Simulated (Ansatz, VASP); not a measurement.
## Two plane-wave programs on MnS

The input INCAR:

```
SYSTEM = MnS
  PREC = Accurate
  ENCUT = 520
  EDIFF = 1E-6
  ISMEAR = 0
  SIGMA = 0.05
  LREAL = .False.
  LASPH = .True.
  NELM = 150
  ALGO = Normal
  ISIF = 2
  LWAVE = .False.
  LCHARG = .False.
  ISPIN = 2
  MAGMOM = 4.77 -4.77 -0.01 0.01
  LORBIT = 11
  LMAXMIX = 4
  LDAU = .True.
  LDAUTYPE = 2
  LDAUL = 2 -1
  LDAUU = 5 0
  LDAUJ = 0 0
  LDAUPRINT = 1
  GGA = PE
  NBANDS = 31
```

File KPOINTS:

```
regular mesh
0
Gamma
  6 6 3
  0 0 0
```

File POSCAR:

```
MnS
1.0
    3.9760016100      0.0000000000      0.0000000000
   -1.9880008000      3.4433184000      0.0000000000
    0.0000000000      0.0000000000      6.4320005000
Mn S
2 2
Direct
    0.3333333333      0.6666666667      0.0000000000
    0.6666666667      0.3333333333      0.5000000000
    0.3333333333      0.6666666667      0.3850000000
    0.6666666667      0.3333333333      0.8850000000
```

Input for Ansatz:

```yaml
crystal:
  lattice:
    - [3.97600161, 0.0, 0.0]
    - [-1.9880008, 3.4433184, 0.0]
    - [0.0, 0.0, 6.4320005]
  atoms:
    - { symbol: Mn, position: [0.3333333333, 0.6666666667, 0.0], spin: 5.0 }
    - { symbol: Mn, position: [0.6666666667, 0.3333333333, 0.5], spin: -5.0 }
    - { symbol: S, position: [0.3333333333, 0.6666666667, 0.385] }
    - { symbol: S, position: [0.6666666667, 0.3333333333, 0.885] }
basis:
  ecutwfc: 420
  ecutrho_ratio: 4
kpoints:
  mp_grid: { grid: [6, 6, 3] }
hamiltonian:
  xc: pbe
  hubbard:
    sites:
      - { site: 0, l: d, u_eff: 5.0, starting_ns: [{ spin: up, occupation_matrix: s0up }, { spin: down, occupation_matrix: s0down }] }
      - { site: 1, l: d, u_eff: 5.0, starting_ns: [{ spin: up, occupation_matrix: s1up }, { spin: down, occupation_matrix: s1down }] }
    occupation_matrices:
      s0up:
        matrix:
          - [0.97, 0.0, 0.0, 0.0, 0.0]
          - [0.0, 0.97, 0.0, 0.0, 0.0]
          - [0.0, 0.0, 0.97, 0.0, 0.0]
          - [0.0, 0.0, 0.0, 0.97, 0.0]
          - [0.0, 0.0, 0.0, 0.0, 0.97]
      s0down:
        matrix:
          - [0.02, 0.0, 0.0, 0.0, 0.0]
          - [0.0, 0.02, 0.0, 0.0, 0.0]
          - [0.0, 0.0, 0.02, 0.0, 0.0]
          - [0.0, 0.0, 0.0, 0.02, 0.0]
          - [0.0, 0.0, 0.0, 0.0, 0.02]
      s1up:
        matrix:
          - [0.02, 0.0, 0.0, 0.0, 0.0]
          - [0.0, 0.02, 0.0, 0.0, 0.0]
          - [0.0, 0.0, 0.02, 0.0, 0.0]
          - [0.0, 0.0, 0.0, 0.02, 0.0]
          - [0.0, 0.0, 0.0, 0.0, 0.02]
      s1down:
        matrix:
          - [0.97, 0.0, 0.0, 0.0, 0.0]
          - [0.0, 0.97, 0.0, 0.0, 0.0]
          - [0.0, 0.0, 0.97, 0.0, 0.0]
          - [0.0, 0.0, 0.0, 0.97, 0.0]
          - [0.0, 0.0, 0.0, 0.0, 0.97]
    ns_hold: { iters: 8 }
scf:
  occupations: { method: gaussian, width: 0.05 }
  lower_state_search: "off"
  max_iter: 150
output:
  forces: true
  stress: true
  eigenvalues: true
  populations: true
  hubbard: { sites: [{ site: 0, l: d }, { site: 1, l: d }] }
  write_density: true
  write_potential: true
  elf: true
  volumetric_format: npy
magnetization:
  spin_polarized: true
```

Alike in both runs: task single point; functional PBE; k mesh 6 × 6 × 3; occupations gaussian, width 0.05 eV; collinear spin; Hubbard terms Mn d U = 5.0 eV.

|  | VASP | Ansatz |
| --- | --- | --- |
| version | VASP 6.6.1 | Ansatz 0.2.0 |
| potentials or method | VASP PAW PBE potentials, release 64 (Mn_pv, S), cutoff 520 eV | scalar-relativistic, plane waves, PAW |
| valence electrons in the cell | 38 | 42 |

```tsv
	VASP	Ansatz	Ansatz less VASP
gap on the k mesh at the Fermi level (eV)	2.40	2.37	-0.029
least direct gap on the mesh (eV)	2.40	2.37	-0.029
pressure (GPa)	4.9	4.9	+0.03
traceless stress, the component that is largest in VASP (GPa)	-2.51	-2.41	+0.103
rms of the force components (eV/Å)	0.191	0.199	+0.0089
net moment per atom (μB)	0.00	0.00	0.000
size of the moment on the site where the two differ most (μB)	4.57	4.33	-0.234
```

Site moments also hang on the region over which each program counts them. The programs project onto different local orbitals, so the same U acts differently, and such runs can settle in different states. Atom by atom the forces differ by 0.009 eV/Å (rms over components). VASP's potentials hold 38 valence electrons a cell and Ansatz's 42, so a difference there can come from the potentials and not from the codes.
